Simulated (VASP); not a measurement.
Here is a VASP 6.6.1 calculation.

File INCAR:

```
ALGO     = Normal         # electronic algorithm
EDIFF    = 1E-6           # SCF threshold, eV
ENCUT    = 600            # plane-wave cutoff, eV
GGA      = PE             # functional
GGA_COMPAT= False        
ISIF     = 2              # what is computed and relaxed
ISMEAR   = 1              # smearing method
LASPH    = True           # aspherical terms in the spheres
LCHARG   = False          # write CHGCAR
LREAL    = False          # projectors in reciprocal space
LWAVE    = False          # write WAVECAR
NBANDS   = 21             # bands
NELM     = 120            # most SCF steps
PREC     = Accurate       # precision mode
SIGMA    = 0.001          # smearing width, eV
```

KPOINTS

```
k-points
0
Gamma
  4 4 4
```

POSCAR

```
MgHgSe2
1.0
    4.3138610726      0.0000000000      0.0000000000
    0.0000000000      4.3138610726      0.0000000000
    0.0000000000      0.0000000000      5.9854478143
Mg Se Hg
1 2 1
Direct
    0.0000000000      0.0000000000      0.0000000000
    0.0000000000      0.5000000000      0.2354752515
    0.5000000000      0.0000000000      0.7645247485
    0.5000000000      0.5000000000      0.5000000000
```

Potentials or basis: VASP PAW PBE potentials, release 64 (Mg, Se, Hg).

Command:

```console
$ cat potpaw_PBE.64/Mg/POTCAR potpaw_PBE.64/Se/POTCAR potpaw_PBE.64/Hg/POTCAR > POTCAR
$ mpirun -np 1 vasp_std > vasp.out
```

What does it give for the largest force?

0.098 eV/Å.

Predict the pressure.

1.6 GPa.

Stress tensor (GPa, compression positive):
```
1.65 0.00 0.00
0.00 1.65 0.00
0.00 0.00 1.47
```
